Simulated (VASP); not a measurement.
A run of VASP 6.6.1 is set up as follows.

The input INCAR:

```
SYSTEM = Zn
ALGO = Normal ; EDIFF = 1E-6
ENCUT = 520 ; ISIF = 2
ISMEAR = -1 ; LASPH = .True.
LCHARG = .False. ; LREAL = .False.
LWAVE = .False. ; NBANDS = 25
NELM = 80 ; PREC = Accurate
SIGMA = 0.1
```

File KPOINTS:

```
k-points
0
Gamma
  11 11 16
  0 0 0
```

The input POSCAR:

```
Zn
1.0
    4.2885195323      0.0000000000      0.0000000000
   -2.1442597661      3.7139668596      0.0000000000
    0.0000000000      0.0000000000      2.6122017858
Zn
3
Direct
    1.0000000000      1.0000000000      0.0000000000
    0.3333333333      0.6666666667      0.5000000000
    0.6666666667      0.3333333333      0.5000000000
```

Potentials or basis: VASP PAW LDA potentials, release 64 (Zn).

The run is started by

```sh
$ cat potpaw_LDA.64/Zn/POTCAR > POTCAR
$ mpirun -np 1 vasp_std > vasp.out
```

Estimate the pressure.

0.7 GPa.

Predict the band gap on the k mesh.

zero (band 18 reaches 8.12 eV, above the bottom of band 19 at 2.73 eV).

Stress tensor (GPa, compression positive):
```
0.43 0.00 0.00
0.00 0.43 0.00
0.00 0.00 1.23
```
